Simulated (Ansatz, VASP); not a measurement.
# Al in VASP and in Ansatz

File INCAR:

```
PREC = Accurate
ENCUT = 520
EDIFF = 1E-6
ISMEAR = 0
SIGMA = 0.15
LREAL = False
LASPH = True
NELM = 80
ALGO = Fast
ISIF = 2
LWAVE = False
LCHARG = False
GGA = PE
IVDW = 12
NBANDS = 14
```

File KPOINTS:

```
regular mesh
0
Gamma
  18 18 4
```

The input POSCAR:

```
Al
1.0
    2.8144222650      0.0000000000      0.0000000000
   -1.4072111325      2.4373611785      0.0000000000
    0.0000000000      0.0000000000      9.2410470710
Al
4
Direct
    0.0000000000      0.0000000000      0.0000000000
    0.2184549959      0.4369099917      0.2500000000
    0.0000000000      0.0000000000      0.5000000000
    0.6666666667      0.3333333333      0.7500000000
```

Input for Ansatz:

```yaml
crystal:
  lattice:
    - [2.814422265, 0.0, 0.0]
    - [-1.4072111325, 2.4373611785, 0.0]
    - [0.0, 0.0, 9.241047071]
  atoms:
    - { symbol: Al, position: [0.0, 0.0, 0.0] }
    - { symbol: Al, position: [0.2184549959, 0.4369099917, 0.25] }
    - { symbol: Al, position: [0.0, 0.0, 0.5] }
    - { symbol: Al, position: [0.6666666667, 0.3333333333, 0.75] }
basis:
  ecutwfc: 420
kpoints:
  mp_grid: { grid: [18, 18, 4] }
hamiltonian:
  xc: pbe
  pseudopotentials: { kind: paw, azcp: { folder: soft_1 } }
  dispersion: d3bj
scf:
  occupations: { method: gaussian, width: 0.15 }
output:
  forces: true
  stress: true
  eigenvalues: true
```

Alike in both runs: task single point; functional PBE; dispersion D3(BJ); k mesh 18 × 18 × 4; occupations gaussian, width 0.15 eV; no spin polarisation.

|  | VASP | Ansatz |
| --- | --- | --- |
| version | VASP 6.6.1 | Ansatz 0.2.0 |
| potentials or method | VASP PAW PBE potentials, release 64 (Al), cutoff 520 eV | scalar-relativistic, plane waves, PAW |
| valence electrons in the cell | 12 | 12 |

```tsv
	VASP	Ansatz	Ansatz less VASP
gap on the k mesh at the Fermi level (eV)	none	none	-
pressure (GPa)	2.0	2.0	0.00
traceless stress, the component that is largest in VASP (GPa)	3.39	3.38	-0.007
rms of the force components (eV/Å)	0.372	0.372	+0.0001
```

Atom by atom the forces differ by 0.000 eV/Å (rms over components). A gap of «none» marks a metal or a gap that the smearing closes.
